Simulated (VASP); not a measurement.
# AlRu (P4/mmm) in VASP: notebook

The runs below take AlRu through single point, with PBE.

Program: VASP 6.6.1. These are calculated values, not measurements. Logs are shortened: lines on timing, memory, paths and dates and some standing lists are left out, and cuts for length are marked.

## (1) The cell of the first run

Symmetry: P4/mmm, No. 123, tetragonal system. Conventional cell: a = 3.158 Å, b = 3.158 Å, c = 2.684 Å, α = 90.00°, β = 90.00°, γ = 90.00°. Within 3.4 Å of Al (site symmetry 4/mmm) lie 8 Ru at 2.61 Å and 6 Al at 2.68 to 3.16 Å. Within 3.4 Å of Ru (site symmetry 4/mmm) lie 8 Al at 2.61 Å and 6 Ru at 2.68 to 3.16 Å.

## (2) Single point, PBE

Contents of INCAR:

```
PREC = Accurate
ENCUT = 520
EDIFF = 1E-6
ISMEAR = 0
SIGMA = 0.15
LREAL = False
LASPH = True
NELM = 100
ALGO = Fast
ISIF = 2
LWAVE = False
LCHARG = False
GGA = PE
NBANDS = 16
```

Contents of KPOINTS:

```
Automatic mesh
0
Gamma
  18 18 18
```

Contents of POSCAR:

```
AlRu
1.0
    3.1581339715      0.0000000000      0.0000000000
    0.0000000000      3.1581339715      0.0000000000
    0.0000000000      0.0000000000      2.6844138758
Al Ru
1 1
Direct
    0.0000000000      0.0000000000      0.0000000000
    0.5000000000      0.5000000000      0.5000000000
```

Potentials or basis: VASP PAW PBE potentials, release 64 (Al, Ru_pv).

The run is started by

```console
cat potpaw_PBE.64/Al/POTCAR potpaw_PBE.64/Ru_pv/POTCAR > POTCAR
mpirun -np 1 vasp_std > vasp.out
```

OUTCAR:

```text
PREC = Accurate
   ENCUT = 520
   EDIFF = 1E-6
   ISMEAR = 0
   LREAL = False
   LASPH = True
   NELM = 100
   ISIF = 2
   GGA = PE

 ion  position               nearest neighbor table
   1  0.000  0.000  0.000-   2 2.61   2 2.61   2 2.61   2 2.61   2 2.61   2 2.61   2 2.61   2 2.61

   2  0.500  0.500  0.500-   1 2.61   1 2.61   1 2.61   1 2.61   1 2.61   1 2.61   1 2.61   1 2.61

  LATTYP: Found a simple tetragonal cell.
 ALAT       =     3.1581339715
 C/A-ratio  =     0.8500000000

  Lattice vectors:

 A1 = (   3.1581339715,   0.0000000000,   0.0000000000)
 A2 = (   0.0000000000,   3.1581339715,   0.0000000000)
 A3 = (   0.0000000000,   0.0000000000,   2.6844138758)

Analysis of symmetry for initial positions (statically):
=====================================================================
 Subroutine PRICEL returns:
 Original cell was already a primitive cell.

 Routine SETGRP: Setting up the symmetry group for a
 simple tetragonal supercell.

 Subroutine GETGRP returns: Found 16 space group operations
 (whereof 16 operations were pure point group operations)
 out of a pool of 16 trial point group operations.

The static configuration has the point symmetry D_4h.

Analysis of symmetry for dynamics (positions and initial velocities):
=====================================================================
 Subroutine PRICEL returns:
 Original cell was already a primitive cell.

 Routine SETGRP: Setting up the symmetry group for a
 simple tetragonal supercell.

 Subroutine GETGRP returns: Found 16 space group operations
 (whereof 16 operations were pure point group operations)
 out of a pool of 16 trial point group operations.

The dynamic configuration has the point symmetry D_4h.

 Subroutine INISYM returns: Found 16 space group operations
 (whereof 16 operations are pure point group operations),
 and found     1 'primitive' translations

----------------------------------------------------------------------------------------

                                     Primitive cell

  volume of cell :      26.7738

  direct lattice vectors                    reciprocal lattice vectors
     3.158133971  0.000000000  0.000000000     0.316642679  0.000000000  0.000000000
     0.000000000  3.158133971  0.000000000     0.000000000  0.316642679  0.000000000
     0.000000000  0.000000000  2.684413876     0.000000000  0.000000000  0.372520798

  length of vectors
     3.158133971  3.158133971  2.684413876     0.316642679  0.316642679  0.372520798

  position of ions in fractional coordinates (direct lattice)
     0.000000000  0.000000000  0.000000000
     0.500000000  0.500000000  0.500000000

  ion indices of the primitive-cell ions
   primitive index   ion index
                 1           1
                 2           2

----------------------------------------------------------------------------------------

 KPOINTS: Automatic mesh

Automatic generation of k-mesh.
 Grid dimensions read from file:
 generate k-points for:   18   18   18

 Generating k-lattice:

  Cartesian coordinates                     Fractional coordinates (reciprocal lattice)
     0.017591260  0.000000000  0.000000000     0.055555556  0.000000000  0.000000000
     0.000000000  0.017591260  0.000000000     0.000000000  0.055555556  0.000000000
     0.000000000  0.000000000  0.020695600     0.000000000  0.000000000  0.055555556

  Length of vectors
     0.017591260  0.017591260  0.020695600

  Shift w.r.t. Gamma in fractional coordinates (k-lattice)
     0.000000000  0.000000000  0.000000000

 Subroutine IBZKPT returns following result:
 ===========================================

 Found    550 irreducible k-points:

 Following reciprocal coordinates:
            Coordinates               Weight
  0.000000  0.000000  0.000000      1.000000
  0.055556  0.000000  0.000000      4.000000
  0.111111  0.000000  0.000000      4.000000
  0.166667  0.000000  0.000000      4.000000
  0.222222  0.000000  0.000000      4.000000
  0.277778  0.000000  0.000000      4.000000
[... 16 lines left out ...]
  0.277778  0.111111  0.000000      8.000000
  0.333333  0.111111  0.000000      8.000000
 [... further k-points ...]
   k-points           NKPTS =    550   k-points in BZ     NKDIM =    550   number of bands    NBANDS=     16
   number of dos      NEDOS =    301   number of ions     NIONS =      2
   total plane-waves  NPLWV =  11520
   dimension x,y,z NGX =    24 NGY =   24 NGZ =   20
   dimension x,y,z NGXF=    48 NGYF=   48 NGZF=   40
   ions per type =               1   1
   NGX,Y,Z   is equivalent  to a cutoff of  12.63, 12.63, 12.39 a.u.
   NGXF,Y,Z  is equivalent  to a cutoff of  25.27, 25.27, 24.77 a.u.
 SYSTEM =  unknown system
   PREC   = accura    normal or accurate (medium, high low for compatibility)
   ISTART =      0    job   : 0-new  1-cont  2-samecut
   ICHARG =      2    charge: 1-file 2-atom 10-const
   ISPIN  =      1    spin polarized calculation?
   LNONCOLLINEAR =      F non collinear calculations
   LSORBIT =      F    spin-orbit coupling
   LASPH  =      T    aspherical Exc in radial PAW
   ENCUT  =  520.0 eV  38.22 Ry    6.18 a.u.   5.87  5.87  4.99*2*pi/ulx,y,z
   NELM   =    100;   NELMIN=  2; NELMDL= -5     # of ELM steps
   EDIFF  = 0.1E-05   stopping-criterion for ELM
   LREAL  =      F    real-space projection
   EDIFFG = 0.1E-04   stopping-criterion for IOM
   NSW    =      0    number of steps for IOM
   IBRION =     -1    ionic relax: 0-MD 1-quasi-New 2-CG
   NFREE  =      0    steps in history (QN), initial steepest desc. (CG)
   ISIF   =      2    stress and relaxation
   ISYM   =      2    0-nonsym 1-usesym 2-fastsym
   POTIM  = 0.5000    time-step for ionic-motion
   TEBEG  =    0.0;   TEEND  =   0.0 temperature during run
   PSTRESS=    0.0 pullay stress
   NELECT =      17.0000    total number of electrons
   NUPDOWN=      -1.0000    fix difference up-down
   EMIN   =  10.00;   EMAX   =-10.00  energy-range for DOS
   EFERMI =   0.00;   METHOD = LEGACY
   ISMEAR =     0;   SIGMA  =   0.15  broadening in eV -4-tet -1-fermi 0-gaus
   EFERMI_NEDOS =   21; number of points for ismear=-14 and -15
   IALGO  =     68    algorithm
   IMIX   =      4    mixing-type and parameters
     AMIX     =   0.40;   BMIX     =  1.00
     AMIX_MAG =   1.60;   BMIX_MAG =  1.00
  volume/ion in A,a.u.               =      13.39        90.34
  Fermi-wavevector in a.u.,A,eV,Ry     =   1.407087  2.659009 26.938090  1.979894
  Thomas-Fermi vector in A             =   2.529382
   LORBIT       =      0    0 simple, 1 ext, 2 COOP (PROOUT), +10 PAW based schemes
   GGA     = PE    functional components
   LHFCALC =     F    Hartree Fock is set to
   AEXX    =    0.0000 exact exchange contribution
   IVDW    =     0    specifies the selected vdW correction
   LEPSILON=     F    determine dielectric tensor
   LRPA    =     F    only Hartree local field effects (RPA)
 non-spin polarized calculation
 RMM-DIIS sequential band-by-band and
 Gauss-broadening in eV      SIGMA  =   0.15
  energy-cutoff  :      520.00
  volume of cell :       26.77
 maximum number of plane-waves:       741
 NGX is ok and might be reduce to    24
   NGX = 11   NGY = 11   NGZ =  9

 number of electron      16.9999996 magnetization

 Free energy of the ion-electron system (eV)
  ---------------------------------------------------
  ext. energy  EPLUGINS =         0.00000000
  ---------------------------------------------------
  free energy    TOTEN  =       -13.96298220 eV

  energy without entropy =      -13.94522969  energy(sigma->0) =      -13.95410595

 E-fermi :  10.9741     XC(G=0): -12.5617

 val. band max:       10.9706416539   @ k =   0.5000   0.4444   0.3333
 cond. band min:      10.9753634343   @ k =   0.2778   0.2222   0.0556
 fundamental gap:      0.0047217803
 Fermi energy:        10.9741037719

 k-point     1 :       0.0000    0.0000    0.0000
  band No.  band energies     occupation
      1     -31.1085      2.00000
      2     -31.1085      2.00000
      3     -30.8207      2.00000
      4       1.0136      2.00000
      5       7.0269      2.00000
      6       7.0954      2.00000
[... 8 lines left out ...]
     15      22.8393      0.00000
     16      26.7415      0.00000

 k-point     2 :       0.0556    0.0000    0.0000
  band No.  band energies     occupation
      1     -31.1122      2.00000
      2     -31.1082      2.00000
      3     -30.8205      2.00000
      4       1.0673      2.00000
      5       7.0352      2.00000
      6       7.1081      2.00000
[... 8 lines left out ...]
     15      22.8392      0.00000
     16      26.7617      0.00000

 k-point     3 :       0.1111    0.0000    0.0000
  band No.  band energies     occupation
      1     -31.1230      2.00000
      2     -31.1073      2.00000
      3     -30.8198      2.00000
      4       1.2270      2.00000
      5       7.0508      2.00000
      6       7.1458      2.00000
[... 8 lines left out ...]
     15      22.8391      0.00000
     16      26.8797      0.00000

 k-point     4 :       0.1667    0.0000    0.0000
  band No.  band energies     occupation
      1     -31.1395      2.00000
      2     -31.1059      2.00000
      3     -30.8188      2.00000
      4       1.4889      2.00000
      5       7.0449      2.00000
      6       7.2060      2.00000
[... 8 lines left out ...]
     15      22.9054      0.00000
     16      27.1344      0.00000
[... 324 lines left out ...]
 k-point    22 :       0.2222    0.1111    0.0000
  band No.  band energies     occupation
      1     -31.1582      2.00000
      2     -31.1185      2.00000
      3     -30.8165      2.00000
      4       2.0393      2.00000
      5       7.0311      2.00000
      6       7.3430      2.00000
[... 8 lines left out ...]
     15      23.3747      0.00000
     16      25.5693      0.00000

 k-point    23 :       0.2778    0.1111    0.0000
  band No.  band energies     occupation
      1     -31.1795      2.00000
      2     -31.1166      2.00000
      3     -30.8151      2.00000
      4       2.4709      2.00000
      5       6.8391      2.00000
      6       7.4286      2.00000
[... 8 lines left out ...]
     15      23.8325      0.00000
     16      24.7960      0.00000

 k-point    24 :       0.3333    0.1111    0.0000
  band No.  band energies     occupation
      1     -31.1994      2.00000
      2     -31.1148      2.00000
      3     -30.8138      2.00000
      4       2.9738      2.00000
      5       6.4876      2.00000
      6       7.5115      2.00000
[... 8 lines left out ...]
     15      23.7041      0.00000
     16      24.4631      0.00000

 [... further k-points ...]
[... 5 lines left out ...]
  --------------------------------------------------------------------------------------
  -------------------------------------------------------------------------------------
  Total       -0.9792521     -0.9792521      5.1142441      0.0000000      0.0000000      0.0000000
  in kB      -58.5995827    -58.5995827    306.0423053      0.0000000      0.0000000      0.0000000
  external PRESSURE =      62.9477133 kB  Pullay stress =       0.0000000 kB

 VOLUME and BASIS-vectors are now :
 -----------------------------------------------------------------------------
  energy-cutoff  :      520.00
  volume of cell :       26.77
      direct lattice vectors                 reciprocal lattice vectors
     3.158133971  0.000000000  0.000000000     0.316642679  0.000000000  0.000000000
     0.000000000  3.158133971  0.000000000     0.000000000  0.316642679  0.000000000
     0.000000000  0.000000000  2.684413876     0.000000000  0.000000000  0.372520798

 POSITION                                       TOTAL-FORCE (eV/Angst)
 -----------------------------------------------------------------------------------
      0.00000      0.00000      0.00000         0.000000      0.000000      0.000000
      1.57907      1.57907      1.34221         0.000000      0.000000      0.000000
 -----------------------------------------------------------------------------------
    total drift:                                0.000000     -0.000000     -0.000000

  FREE ENERGIE OF THE ION-ELECTRON SYSTEM (eV)
  ---------------------------------------------------
  free  energy   TOTEN  =       -13.9629822013 eV

  energy  without entropy=      -13.9452296920  energy(sigma->0) =      -13.95410595
```

Run time: 2.1 min. Hardware: 1 thread of Intel Xeon 6975P-C, shared host; peak memory 0.32 GiB.

What came out:

```yaml
Free_energy: -13.9630 eV
Pressure: 6.3 GPa
```

(Part 1 of 2 ends here.)
